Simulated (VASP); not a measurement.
Write the native input for VASP 6.6.1 that does the following.

```
Task                   : single point
Functional             : LDA
Potentials or basis    : VASP PAW LDA potentials, release 64 (Cd, Te)
Cutoff                 : 500 eV
k mesh                 : 8 × 8 × 8
Occupations            : gaussian, width 0.01 eV
Spin                   : no spin polarisation
Dipole correction      : no
Further INCAR settings : ALGO = Normal; EDIFF = 1e-06; NBANDS = 16
```

The structure of CdTe lies in POSCAR:

```
CdTe
1.0
    0.0000000000      3.1626643605      3.1626643605
    3.1626643605      0.0000000000      3.1626643605
    3.1626643605      3.1626643605      0.0000000000
Cd Te
1 1
Direct
    0.0000000000      0.0000000000      0.0000000000
    0.7500000000      0.7500000000      0.7500000000
```

One way to write it, as run:

INCAR

```
SYSTEM = CdTe
ALGO = Normal
EDIFF = 1E-6
ENCUT = 500
GGA = CA
GGA_COMPAT = .FALSE.
ISIF = 2
ISMEAR = 0
LASPH = .TRUE.
LCHARG = .FALSE.
LREAL = .FALSE.
LWAVE = .FALSE.
NBANDS = 16
NELM = 120
PREC = Accurate
SIGMA = 0.01
```

KPOINTS

```
k-points
0
G
  8 8 8
  0 0 0
```

Potentials or basis: VASP PAW LDA potentials, release 64 (Cd, Te).

Run with:

```console
$ cat potpaw_LDA.64/Cd/POTCAR potpaw_LDA.64/Te/POTCAR > POTCAR
$ mpirun -np 1 vasp_std > vasp.out
```

It gave:

```
Pressure               : 2.3 GPa
Band gap on the k mesh : 0.78 eV
```

Caveat: semilocal functionals underestimate gaps, and a narrow one can read as zero; spin-orbit coupling is left out, which moves the levels of the heavy elements.

It took 45 s on 1 thread of Intel Xeon 8259CL (shared host), peak memory 0.18 GiB.
